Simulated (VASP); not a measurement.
# Sb (P-1) in VASP: single point with PBE

Aim: the single point of Sb with PBE.

Program: VASP 6.6.1. These are calculated values, not measurements. Logs are shortened: lines on timing, memory, paths and dates and some standing lists are left out, and cuts for length are marked.

## 1. The cell of the first run

The typed cell holds 1 atom: a = 3.478 Å, b = 3.409 Å, c = 3.527 Å, α = 128.65°, β = 128.03°, γ = 78.07°.

## 2. Single point, PBE (the cell strained at random)

INCAR

```
PREC     = Accurate       # precision mode
ENCUT    = 520            # plane-wave cutoff, eV
EDIFF    = 1E-6           # SCF threshold, eV
ISMEAR   = 0              # smearing method
SIGMA    = 0.1            # smearing width, eV
LREAL    = F              # projectors in reciprocal space
LASPH    = T              # aspherical terms in the spheres
NELM     = 60             # most SCF steps
ALGO     = Normal         # electronic algorithm
ISIF     = 2              # what is computed and relaxed
LWAVE    = F              # write WAVECAR
LCHARG   = F              # write CHGCAR
GGA      = PE             # functional
NBANDS   = 8              # bands
```

KPOINTS

```
regular mesh
0
Gamma
  14 14 18
```

POSCAR

```
Sb
1.0
   -1.5989199678      1.5066640163      2.6958422447
    1.4362036619     -1.5917104055      2.6506901338
    1.5690602967      1.5618507345     -2.7452825448
Sb
1
Direct
    0.0000000000      0.0000000000      0.0000000000
```

Potentials or basis: VASP PAW PBE potentials, release 64 (Sb).

Command:

```console
> cat potpaw_PBE.64/Sb/POTCAR > POTCAR
> mpirun -np 1 vasp_std > vasp.out
```

OUTCAR:

```text
PREC = Accurate
   ENCUT = 520
   EDIFF = 1E-6
   ISMEAR = 0
   LREAL = F
   LASPH = T
   NELM = 60
   ISIF = 2
   GGA = PE

 ion  position               nearest neighbor table
   1  0.000  0.000  0.000-

  LATTYP: Found a triclinic cell.
 ALAT       =     5.3749195069
 B/A-ratio  =     0.5594317318
 C/A-ratio  =     0.5709961377
 COS(alpha) =     0.0191458170
 COS(beta)  =     0.3173390735
 COS(gamma) =     0.8139177165

  Lattice vectors:

 A1 = (  -4.4414676205,   1.6215700765,  -2.5560977228)
 A2 = (  -3.0052639586,   0.0298596710,   0.0945924110)
 A3 = (  -0.0298596711,   3.0685147508,  -0.0494403001)

Analysis of symmetry for initial positions (statically):
=====================================================================
 Subroutine PRICEL returns:
 Original cell was already a primitive cell.

 Routine SETGRP: Setting up the symmetry group for a
 triclinic supercell.

 Subroutine GETGRP returns: Found  2 space group operations
 (whereof  2 operations were pure point group operations)
 out of a pool of  2 trial point group operations.

The static configuration has the point symmetry S_2 .

Analysis of symmetry for dynamics (positions and initial velocities):
=====================================================================
 Subroutine PRICEL returns:
 Original cell was already a primitive cell.

 Routine SETGRP: Setting up the symmetry group for a
 triclinic supercell.

 Subroutine GETGRP returns: Found  2 space group operations
 (whereof  2 operations were pure point group operations)
 out of a pool of  2 trial point group operations.

The dynamic configuration has the point symmetry S_2 .

 Subroutine INISYM returns: Found  2 space group operations
 (whereof  2 operations are pure point group operations),
 and found     1 'primitive' translations

----------------------------------------------------------------------------------------

                                     Primitive cell

  volume of cell :      24.6195

  direct lattice vectors                    reciprocal lattice vectors
    -1.598919968  1.506664016  2.695842245     0.009330511  0.329083841  0.192555762
     1.436203662 -1.591710405  2.650690134     0.339028974  0.006480558  0.197458206
     1.569060297  1.561850734 -2.745282545     0.336509750  0.329414571  0.015481276

[... 80 lines left out ...]
   NELM   =     60;   NELMIN=  2; NELMDL= -5     # of ELM steps
   EDIFF  = 0.1E-05   stopping-criterion for ELM
   LREAL  =      F    real-space projection
   EDIFFG = 0.1E-04   stopping-criterion for IOM
   NSW    =      0    number of steps for IOM
   IBRION =     -1    ionic relax: 0-MD 1-quasi-New 2-CG
   NFREE  =      0    steps in history (QN), initial steepest desc. (CG)
   ISIF   =      2    stress and relaxation
   ISYM   =      2    0-nonsym 1-usesym 2-fastsym
   POTIM  = 0.5000    time-step for ionic-motion
   TEBEG  =    0.0;   TEEND  =   0.0 temperature during run
   PSTRESS=    0.0 pullay stress
   NELECT =       5.0000    total number of electrons
   NUPDOWN=      -1.0000    fix difference up-down
   EMIN   =  10.00;   EMAX   =-10.00  energy-range for DOS
   EFERMI =   0.00;   METHOD = LEGACY
   ISMEAR =     0;   SIGMA  =   0.10  broadening in eV -4-tet -1-fermi 0-gaus
   EFERMI_NEDOS =   21; number of points for ismear=-14 and -15
   IALGO  =     38    algorithm
   IMIX   =      4    mixing-type and parameters
     AMIX     =   0.40;   BMIX     =  1.00
     AMIX_MAG =   1.60;   BMIX_MAG =  1.00
  volume/ion in A,a.u.               =      24.62       166.14
  Fermi-wavevector in a.u.,A,eV,Ry     =   0.962288  1.818461 12.598974  0.925998
  Thomas-Fermi vector in A             =   2.091734
   LORBIT       =      0    0 simple, 1 ext, 2 COOP (PROOUT), +10 PAW based schemes
   GGA     = PE    functional components
   LHFCALC =     F    Hartree Fock is set to
   AEXX    =    0.0000 exact exchange contribution
   IVDW    =     0    specifies the selected vdW correction
   LEPSILON=     F    determine dielectric tensor
   LRPA    =     F    only Hartree local field effects (RPA)
 non-spin polarized calculation
 Gauss-broadening in eV      SIGMA  =   0.10
  energy-cutoff  :      520.00
  volume of cell :       24.62
 maximum number of plane-waves:       676
 NGX is ok and might be reduce to    28
   NGX = 13   NGY = 13   NGZ = 13

 number of electron       5.0000000 magnetization

 Free energy of the ion-electron system (eV)
  ---------------------------------------------------
  ext. energy  EPLUGINS =         0.00000000
  ---------------------------------------------------
  free energy    TOTEN  =        -3.75784850 eV

  energy without entropy =       -3.75479695  energy(sigma->0) =       -3.75632273

 E-fermi :   9.7509     XC(G=0): -10.6126

 val. band max:        9.7499058505   @ k =   0.2857   0.3571   0.1111
 cond. band min:       9.7530565272   @ k =   0.2143   0.3571   0.1667
 fundamental gap:      0.0031506767
 Fermi energy:         9.7509421447

 k-point     1 :       0.0000    0.0000    0.0000
  band No.  band energies     occupation
      1      -3.9653      2.00000
      2      14.7205      0.00000
      3      15.5821      0.00000
      4      16.1049      0.00000
      5      19.1280      0.00000
      6      20.2547      0.00000
      7      20.6315      0.00000
      8      20.7015      0.00000
[... 243 lines left out ...]
 k-point    24 :       0.0714    0.1429   -0.0000
  band No.  band energies     occupation
      1      -3.2335      2.00000
      2      12.3129      0.00000
      3      13.3633      0.00000
      4      14.5262      0.00000
      5      17.8508      0.00000
      6      19.0041      0.00000
      7      20.3305      0.00000
      8      22.2054      0.00000

 [... further k-points ...]

------------------------ aborting loop because EDIFF is reached ----------------------------------------

  FORCE on cell =-STRESS in cart. coord.  units (eV):
  Direction    XX          YY          ZZ          XY          YZ          ZX
  --------------------------------------------------------------------------------------
  -------------------------------------------------------------------------------------
  Total        1.8070268      1.4574571      1.1438861     -0.0436786      0.0243431     -0.1036580
  in kB      117.5969501     94.8477987     74.4413524     -2.8424985      1.5841898     -6.7458123
  external PRESSURE =      95.6287004 kB  Pullay stress =       0.0000000 kB

 VOLUME and BASIS-vectors are now :
 -----------------------------------------------------------------------------
  energy-cutoff  :      520.00
  volume of cell :       24.62
      direct lattice vectors                 reciprocal lattice vectors
    -1.598919968  1.506664016  2.695842245     0.009330511  0.329083841  0.192555762
     1.436203662 -1.591710405  2.650690134     0.339028974  0.006480558  0.197458206
     1.569060297  1.561850734 -2.745282545     0.336509750  0.329414571  0.015481276

 POSITION                                       TOTAL-FORCE (eV/Angst)
 -----------------------------------------------------------------------------------
      0.00000      0.00000      0.00000        -0.000000      0.000000      0.000000
 -----------------------------------------------------------------------------------
    total drift:                               -0.000000      0.000000      0.000000

  FREE ENERGIE OF THE ION-ELECTRON SYSTEM (eV)
  ---------------------------------------------------
  free  energy   TOTEN  =        -3.7578484985 eV

  energy  without entropy=       -3.7547969531  energy(sigma->0) =       -3.75632273
```

OSZICAR:

```text
N       E                     dE             d eps       ncg     rms          rms(c)
DAV:   1     0.528835742656E+01    0.52884E+01   -0.16965E+03 28752   0.412E+02
DAV:   2    -0.367100590353E+01   -0.89594E+01   -0.85958E+01 39616   0.536E+01
DAV:   3    -0.376264520810E+01   -0.91639E-01   -0.91276E-01 34872   0.611E+00
DAV:   4    -0.376289655203E+01   -0.25134E-03   -0.25134E-03 43136   0.380E-01
DAV:   5    -0.376289700993E+01   -0.45790E-06   -0.45840E-06 36472   0.104E-02    0.213E+00
DAV:   6    -0.375967066910E+01    0.32263E-02   -0.12516E-03 37128   0.190E-01    0.125E+00
DAV:   7    -0.375784604525E+01    0.18246E-02   -0.27836E-03 33784   0.283E-01    0.453E-02
DAV:   8    -0.375784775750E+01   -0.17122E-05   -0.73152E-05 39536   0.613E-02    0.831E-03
DAV:   9    -0.375784849852E+01   -0.74102E-06   -0.99061E-07 38000   0.779E-03
   1 F= -.37578485E+01 E0= -.37563227E+01  d E =-.305155E-02
```

stdout:

```text
POSCAR found type information on POSCAR Sb
 POSCAR found :  1 types and       1 ions
 scaLAPACK will be used
 LDA part: xc-table for (Slater+PW92), standard interpolation
 POSCAR, INCAR and KPOINTS ok, starting setup
 FFT: planning ... GRIDC
 FFT: planning ... GRID_SOFT
 FFT: planning ... GRID
 WAVECAR not read
 entering main loop
```

Run time: 4.9 min. Hardware: 1 thread of Intel Xeon Platinum 8259CL at 2.50GHz (Skylake/Cascade Lake), shared host; peak memory 0.45 GiB.

What came out:

```yaml
Free_energy: -3.7578 eV
Pressure: 9.6 GPa
Band_gap_on_the_k_mesh: zero (an odd number of electrons rules out a gap without spin polarisation)
```

Levels at points of the mesh, in eV from the Fermi level:
| k point | band 1 | band 2 | band 3 | band 4 | band 5 | band 6 | band 7 | band 8 |
| --- | --- | --- | --- | --- | --- | --- | --- | --- |
| (0.00, 0.00, 0.00) | -13.72 | 4.97 | 5.83 | 6.35 | 9.38 | 10.50 | 10.88 | 10.95 |
| (0.50, 0.00, 0.00) | -9.26 | -6.37 | 1.32 | 5.61 | 6.36 | 10.92 | 10.93 | 11.56 |
| (0.00, 0.50, 0.00) | -8.79 | -6.27 | 1.02 | 5.37 | 5.75 | 10.42 | 10.47 | 10.92 |
| (0.50, 0.50, 0.00) | -6.48 | -4.90 | -1.37 | 1.17 | 3.20 | 4.85 | 15.50 | 15.74 |
| (0.00, 0.00, 0.50) | -6.16 | -4.67 | -1.39 | 0.54 | 3.23 | 4.24 | 14.81 | 15.38 |
| (0.50, 0.00, 0.50) | -9.56 | -6.51 | 2.61 | 6.34 | 6.93 | 10.63 | 10.78 | 11.69 |
| (0.00, 0.50, 0.50) | -9.67 | -6.48 | 2.15 | 6.41 | 6.54 | 10.71 | 11.21 | 12.23 |
| (0.50, 0.50, 0.50) | -9.69 | -6.34 | 2.20 | 2.90 | 6.01 | 6.85 | 18.46 | 18.59 |

Caveat: the cell differs from its parent crystal (the cell strained at random); the cell stands under pressure; spin-orbit coupling is left out, which moves the levels of the heavy elements; an odd number of electrons without spin polarisation forces a metal; a magnetic or distorted state may lie lower.
